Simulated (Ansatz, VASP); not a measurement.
## Two plane-wave programs on Pd3Pt

```
Pd Pt
1.0
     0.00000    3.14169    3.14169
     3.14169    0.00000    3.14169
     3.14169    3.14169    0.00000
Pd Pt
3 1
Direct
  0.25000 0.25000 0.25000
  0.75000 0.75000 0.75000
  0.50000 0.50000 0.50000
  0.00000 0.00000 0.00000
```

Change from the starting cell: species swapped into the TaW3 type (Fm-3m, No. 225).

Alike in both runs: functional PBE; k mesh 12 × 12 × 12; occupations gaussian, width 0.1 eV; no spin polarisation.

Ansatz relaxed the structure, and its values are those at the end. VASP's run is a single point on that final structure, the one shown.

|  | VASP | Ansatz |
| --- | --- | --- |
| version | VASP 6.6.1 | Ansatz 0.2.0 |
| potentials or method | VASP PAW PBE potentials, release 64 (Pd, Pt), cutoff 520 eV | scalar-relativistic, plane waves, PAW |
| valence electrons in the cell | 40 | 72 |

Ansatz gave:

* gap on the k mesh at the Fermi level (eV): none
* pressure (GPa): 0.0

Estimate VASP's values.

gap on the k mesh at the Fermi level (eV): none; pressure (GPa): -0.3.

A gap of «none» marks a metal or a gap that the smearing closes. VASP's potentials hold 40 valence electrons a cell and Ansatz's 72, so a difference there can come from the potentials and not from the codes.

Neither program's run includes spin-orbit coupling.
